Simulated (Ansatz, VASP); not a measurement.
One calculation of Pt, two programs

```
Pt
1.0
     2.77023    0.00000    0.00000
     0.00000    2.77023    0.00000
     0.00000    0.00000   39.67079
Pt
9
Cartesian
  0.0000 0.0000 12.0000
  1.3851 1.3851 13.9588
  0.0000 0.0000 15.9177
  1.3851 1.3851 17.8765
  0.0000 0.0000 19.8354
  1.3851 1.3851 21.7942
  0.0000 0.0000 23.7531
  1.3851 1.3851 25.7119
  0.0000 0.0000 27.6708
```

Alike in both runs: task single point; functional PBEsol; k mesh 12 × 12 × 1; no spin polarisation.

|  | VASP | Ansatz |
| --- | --- | --- |
| version | VASP 6.6.1 | Ansatz 0.2.0 |
| potentials or method | VASP PAW PBE potentials, release 64 (Pt) | plane-wave PAW, scalar-relativistic |
| plane-wave cutoff (eV) | 520 | 420 |
| occupations | methfessel-paxton of order 1, width 0.1 eV | cold, width 0.1 eV |
| valence electrons in the cell | 90 | 162 |

|  | VASP | Ansatz | Ansatz less VASP |
| --- | --- | --- | --- |
| rms of the force components (eV/Å) | 0.134 | 0.134 | -0.0003 |

VASP's potentials were made for PBE, not for PBEsol. Atom by atom the forces differ by 0.003 eV/Å (rms over components). VASP's potentials hold 90 valence electrons a cell and Ansatz's 162, so a difference there can come from the potentials and not from the codes.

Neither program's run includes spin-orbit coupling.
